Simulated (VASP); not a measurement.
# SrO (P1) in VASP: notebook, part 2 of 2

VASP 6.6.1. Earlier steps stand in the parts before.

**3. Single point, LDA (mode 6 frozen in at -0.091 Å and mode 10 at -0.167 Å (largest displacements))**

INCAR

```
SYSTEM = SrO
PREC = Accurate
ENCUT = 520
EDIFF = 1E-6
ISMEAR = 0
SIGMA = 0.05
LREAL = .FALSE.
LASPH = .TRUE.
NELM = 100
ALGO = Normal
ISIF = 2
LWAVE = .FALSE.
LCHARG = .FALSE.
NBANDS = 24
```

KPOINTS

```
Automatic mesh
0
G
  9 9 8
  0 0 0
```

POSCAR

```
SrO
1.0
    0.0000000000     -2.5321850030     -2.5321850030
   -2.5321850030      0.0000000000     -2.5321850030
    2.5321850030      2.5321850030     -5.0643700061
Sr O
2 2
Direct
    0.0016350892     -0.0049052676      0.0016350892
    0.5016350892      0.4950947324      0.5016350892
    0.7013178867      0.8280849983      0.7410441436
    0.2807726794      0.2256433035      0.2410464225
```

Potentials or basis: VASP PAW LDA potentials, release 64 (Sr_sv, O).

Command:

```sh
cat potpaw_LDA.64/Sr_sv/POTCAR potpaw_LDA.64/O/POTCAR > POTCAR
mpirun -np 1 vasp_std > vasp.out
```

OUTCAR:

```text
SYSTEM = SrO
   PREC = Accurate
   ENCUT = 520
   EDIFF = 1E-6
   ISMEAR = 0
   LREAL = .FALSE.
   LASPH = .TRUE.
   NELM = 100
   ISIF = 2

 ion  position               nearest neighbor table
   1  0.002  0.995  0.002-   4 2.43   3 2.44   4 2.51   3 2.52   4 2.56   3 2.77   2 3.58   2 3.58
                             2 3.58   2 3.58   2 3.58   2 3.58   2 5.06   2 5.06   2 5.06   2 5.06
   2  0.502  0.495  0.502-   3 2.30   4 2.51   4 2.56   3 2.57   4 2.63   3 2.64   1 3.58   1 3.58
                             1 3.58   1 3.58   1 3.58   1 3.58   1 5.06   1 5.06   1 5.06   1 5.06
   3  0.701  0.828  0.741-   2 2.30   1 2.44   1 2.52   2 2.57   2 2.64   1 2.77
   4  0.281  0.226  0.241-   1 2.43   1 2.51   2 2.51   1 2.56   2 2.56   2 2.63

  LATTYP: Found a trigonal (rhomboedric) cell.
 ALAT       =     6.2025611917
 COS(alpha) =     0.8333333333

  Lattice vectors:

 A1 = (   2.5321850030,   5.0643700060,  -2.5321850031)
 A2 = (   5.0643700060,   2.5321850030,  -2.5321850031)
 A3 = (   2.5321850030,   2.5321850030,  -5.0643700061)

Analysis of symmetry for initial positions (statically):
=====================================================================
 Subroutine PRICEL returns:
 Original cell was already a primitive cell.

 Routine SETGRP: Setting up the symmetry group for a
 trigonal (rhombohedral) supercell.

 Subroutine GETGRP returns: Found  1 space group operations
 (whereof  1 operations were pure point group operations)
 out of a pool of 12 trial point group operations.

The static configuration has the point symmetry C_1 .

Analysis of symmetry for dynamics (positions and initial velocities):
=====================================================================
 Subroutine PRICEL returns:
 Original cell was already a primitive cell.

 Routine SETGRP: Setting up the symmetry group for a
 trigonal (rhombohedral) supercell.

 Subroutine GETGRP returns: Found  1 space group operations
 (whereof  1 operations were pure point group operations)
 out of a pool of 12 trial point group operations.

The dynamic configuration has the point symmetry C_1 .

 Subroutine INISYM returns: Found  1 space group operations
 (whereof  1 operations are pure point group operations),
 and found     1 'primitive' translations

----------------------------------------------------------------------------------------

                                     Primitive cell

  volume of cell :      64.9451

  direct lattice vectors                    reciprocal lattice vectors
     0.000000000 -2.532185003 -2.532185003     0.098728963 -0.296186890 -0.098728963
    -2.532185003  0.000000000 -2.532185003    -0.296186890  0.098728963 -0.098728963
     2.532185003  2.532185003 -5.064370006     0.098728963  0.098728963 -0.098728963

  length of vectors
     3.581050374  3.581050374  6.202561192     0.327446927  0.327446927  0.171003580

  position of ions in fractional coordinates (direct lattice)
     0.001635089  0.995094732  0.001635089
     0.501635089  0.495094732  0.501635089
     0.701317887  0.828084998  0.741044144
     0.280772679  0.225643304  0.241046422

  ion indices of the primitive-cell ions
   primitive index   ion index
                 1           1
                 2           2
                 3           3
                 4           4

----------------------------------------------------------------------------------------

[... 42 lines left out ...]
 ===========================================

 Found    325 irreducible k-points:

 Following reciprocal coordinates:
            Coordinates               Weight
  0.000000  0.000000  0.000000      1.000000
  0.111111  0.000000  0.000000      2.000000
  0.222222  0.000000 -0.000000      2.000000
  0.333333  0.000000 -0.000000      2.000000
  0.444444  0.000000 -0.000000      2.000000
  0.000000  0.111111  0.000000      2.000000
[... 16 lines left out ...]
 -0.111111  0.222222 -0.000000      2.000000
  0.000000  0.333333 -0.000000      2.000000
 [... further k-points ...]
   k-points           NKPTS =    325   k-points in BZ     NKDIM =    325   number of bands    NBANDS=     24
   number of dos      NEDOS =    301   number of ions     NIONS =      4
   total plane-waves  NPLWV =  37632
   dimension x,y,z NGX =    28 NGY =   28 NGZ =   48
   dimension x,y,z NGXF=    56 NGYF=   56 NGZF=   96
   ions per type =               2   2
   NGX,Y,Z   is equivalent  to a cutoff of  13.00, 13.00, 12.87 a.u.
   NGXF,Y,Z  is equivalent  to a cutoff of  26.00, 26.00, 25.73 a.u.
 SYSTEM =  SrO
   PREC   = accura    normal or accurate (medium, high low for compatibility)
   ISTART =      0    job   : 0-new  1-cont  2-samecut
   ICHARG =      2    charge: 1-file 2-atom 10-const
   ISPIN  =      1    spin polarized calculation?
   LNONCOLLINEAR =      F non collinear calculations
   LSORBIT =      F    spin-orbit coupling
   LASPH  =      T    aspherical Exc in radial PAW
   ENCUT  =  520.0 eV  38.22 Ry    6.18 a.u.   6.66  6.66 11.53*2*pi/ulx,y,z
   NELM   =    100;   NELMIN=  2; NELMDL= -5     # of ELM steps
   EDIFF  = 0.1E-05   stopping-criterion for ELM
   LREAL  =      F    real-space projection
   EDIFFG = 0.1E-04   stopping-criterion for IOM
   NSW    =      0    number of steps for IOM
   IBRION =     -1    ionic relax: 0-MD 1-quasi-New 2-CG
   NFREE  =      0    steps in history (QN), initial steepest desc. (CG)
   ISIF   =      2    stress and relaxation
   ISYM   =      2    0-nonsym 1-usesym 2-fastsym
   POTIM  = 0.5000    time-step for ionic-motion
   TEBEG  =    0.0;   TEEND  =   0.0 temperature during run
   PSTRESS=    0.0 pullay stress
   NELECT =      32.0000    total number of electrons
   NUPDOWN=      -1.0000    fix difference up-down
   EMIN   =  10.00;   EMAX   =-10.00  energy-range for DOS
   EFERMI =   0.00;   METHOD = LEGACY
   ISMEAR =     0;   SIGMA  =   0.05  broadening in eV -4-tet -1-fermi 0-gaus
   EFERMI_NEDOS =   21; number of points for ismear=-14 and -15
   IALGO  =     38    algorithm
   IMIX   =      4    mixing-type and parameters
     AMIX     =   0.40;   BMIX     =  1.00
     AMIX_MAG =   1.60;   BMIX_MAG =  1.00
  volume/ion in A,a.u.               =      16.24       109.57
  Fermi-wavevector in a.u.,A,eV,Ry     =   1.293032  2.443477 22.748025  1.671933
  Thomas-Fermi vector in A             =   2.424703
   LORBIT       =      0    0 simple, 1 ext, 2 COOP (PROOUT), +10 PAW based schemes
   GGA     = CA    functional components
   LHFCALC =     F    Hartree Fock is set to
   AEXX    =    0.0000 exact exchange contribution
   IVDW    =     0    specifies the selected vdW correction
   LEPSILON=     F    determine dielectric tensor
   LRPA    =     F    only Hartree local field effects (RPA)
 non-spin polarized calculation
 Gauss-broadening in eV      SIGMA  =   0.05
  energy-cutoff  :      520.00
  volume of cell :       64.95
 maximum number of plane-waves:      1773
   NGX = 13   NGY = 13   NGZ = 23

 number of electron      31.9999996 magnetization

 Free energy of the ion-electron system (eV)
  ---------------------------------------------------
  ext. energy  EPLUGINS =         0.00000000
  ---------------------------------------------------
  free energy    TOTEN  =       -26.59150099 eV

  energy without entropy =      -26.59150099  energy(sigma->0) =      -26.59150099

 E-fermi :   1.7893     XC(G=0): -10.7340

 val. band max:        1.5947092471   @ k =   0.0000   0.0000   0.0000
 cond. band min:       4.6980216334   @ k =   0.0000   0.4444   0.5000
 fundamental gap:      3.1033123864
 Fermi energy:         1.7893044966

 k-point     1 :       0.0000    0.0000    0.0000
  band No.  band energies     occupation
      1     -30.3442      2.00000
      2     -30.1631      2.00000
      3     -15.0430      2.00000
      4     -13.3077      2.00000
      5     -12.1356      2.00000
      6     -12.1226      2.00000
[... 637 lines left out ...]
     23      10.9749      0.00000
     24      11.3382      0.00000

 [... further k-points ...]
[... 5 lines left out ...]
  --------------------------------------------------------------------------------------
  -------------------------------------------------------------------------------------
  Total        1.9039606      0.7752301      0.2297484      0.2986119      0.0002832     -0.1155284
  in kB       46.9701838     19.1247124      5.6678307      7.3666731      0.0069861     -2.8500531
  external PRESSURE =      23.9209090 kB  Pullay stress =       0.0000000 kB

 VOLUME and BASIS-vectors are now :
 -----------------------------------------------------------------------------
  energy-cutoff  :      520.00
  volume of cell :       64.95
      direct lattice vectors                 reciprocal lattice vectors
     0.000000000 -2.532185003 -2.532185003     0.098728963 -0.296186890 -0.098728963
    -2.532185003  0.000000000 -2.532185003    -0.296186890  0.098728963 -0.098728963
     2.532185003  2.532185003 -5.064370006     0.098728963  0.098728963 -0.098728963

 POSITION                                       TOTAL-FORCE (eV/Angst)
 -----------------------------------------------------------------------------------
     -2.51562      0.00000     -2.53219        -0.017382     -0.013789      0.001557
      0.01656      0.00000     -5.06437        -0.740261     -0.040885      0.017947
     -0.22040      0.10059     -7.62565         1.145061     -0.470761      0.126211
      0.03900     -0.10059     -2.50309        -0.387418      0.525434     -0.145715
 -----------------------------------------------------------------------------------
    total drift:                                0.000348      0.000254     -0.000220

  FREE ENERGIE OF THE ION-ELECTRON SYSTEM (eV)
  ---------------------------------------------------
  free  energy   TOTEN  =       -26.5915009879 eV

  energy  without entropy=      -26.5915009879  energy(sigma->0) =      -26.59150099
```

OSZICAR:

```text
N       E                     dE             d eps       ncg     rms          rms(c)
DAV:   1     0.179090711602E+03    0.17909E+03   -0.16998E+04 15600   0.131E+03
DAV:   2    -0.206641670477E+02   -0.19975E+03   -0.18702E+03 21072   0.291E+02
DAV:   3    -0.308071855025E+02   -0.10143E+02   -0.10071E+02 24528   0.596E+01
DAV:   4    -0.310941787192E+02   -0.28699E+00   -0.28690E+00 20568   0.796E+00
DAV:   5    -0.310969749951E+02   -0.27963E-02   -0.27962E-02 22088   0.844E-01    0.284E+01
DAV:   6    -0.268952037070E+02    0.42018E+01   -0.19703E+01 19152   0.252E+01    0.340E+01
DAV:   7    -0.267552545288E+02    0.13995E+00   -0.15773E+00 21632   0.692E+00    0.229E+01
DAV:   8    -0.266253486142E+02    0.12991E+00   -0.89724E-01 17392   0.590E+00    0.379E+00
DAV:   9    -0.265907598099E+02    0.34589E-01   -0.10860E-01 20496   0.221E+00    0.873E-01
DAV:  10    -0.265919428216E+02   -0.11830E-02   -0.93884E-03 18856   0.591E-01    0.289E-01
DAV:  11    -0.265914744301E+02    0.46839E-03   -0.21183E-03 25328   0.278E-01    0.691E-02
DAV:  12    -0.265915243405E+02   -0.49910E-04   -0.43440E-04 20296   0.112E-01    0.467E-02
DAV:  13    -0.265915013416E+02    0.22999E-04   -0.64412E-05 19776   0.509E-02    0.304E-02
DAV:  14    -0.265915009879E+02    0.35366E-06   -0.75308E-06 20096   0.156E-02
   1 F= -.26591501E+02 E0= -.26591501E+02  d E =-.116201E-10
```

stdout:

```text
POSCAR found type information on POSCAR SrO
 POSCAR found :  2 types and       4 ions
 scaLAPACK will be used
 LDA part: xc-table for (Slater(with rela. corr.)+CA(PZ))
 , standard interpolation
 -----------------------------------------------------------------------------
|                                                                             |
|           W    W    AA    RRRRR   N    N  II  N    N   GGGG   !!!           |
|           W    W   A  A   R    R  NN   N  II  NN   N  G    G  !!!           |
|           W    W  A    A  R    R  N N  N  II  N N  N  G       !!!           |
|           W WW W  AAAAAA  RRRRR   N  N N  II  N  N N  G  GGG   !            |
|           WW  WW  A    A  R   R   N   NN  II  N   NN  G    G                |
|           W    W  A    A  R    R  N    N  II  N    N   GGGG   !!!           |
|                                                                             |
|     Your reciprocal lattice and k-lattice belong to different lattice       |
|     classes:                                                                |
|                                                                             |
|        The reciprocal lattice is rhombohedral (trigonal),                   |
|        whereas your k-lattice is base-centered monoclinic.                  |
|                                                                             |
|     Results are often still useful ...                                      |
|                                                                             |
 -----------------------------------------------------------------------------

 POSCAR, INCAR and KPOINTS ok, starting setup
 FFT: planning ... GRIDC
 FFT: planning ... GRID_SOFT
 FFT: planning ... GRID
 WAVECAR not read
 entering main loop
```

Run time: 4.7 min. Hardware: 1 thread of Intel Xeon 6975P-C (Granite Rapids), shared host; peak memory 0.49 GiB.

Results:

```yaml
Free_energy: -26.5915 eV
Pressure: 2.4 GPa
Largest_force: 1.244 eV/Å
Band_gap_on_the_k_mesh: 3.10 eV, indirect (least direct gap 3.18 eV)
```

Forces in eV/Å, atoms in the order of the input:
```
Sr  -0.017 -0.014  0.002
Sr  -0.740 -0.041  0.018
O    1.145 -0.471  0.126
O   -0.387  0.525 -0.146
```

Stress tensor (GPa, compression positive):
```
 4.70  0.74 -0.29
 0.74  1.91  0.00
-0.29  0.00  0.57
```

Caveat: the cell differs from its parent crystal (mode 6 frozen in at -0.091 Å and mode 10 at -0.167 Å (largest displacements)); forces of over 1 eV/Å act on the atoms, so gaps and moduli don't describe the material at rest.
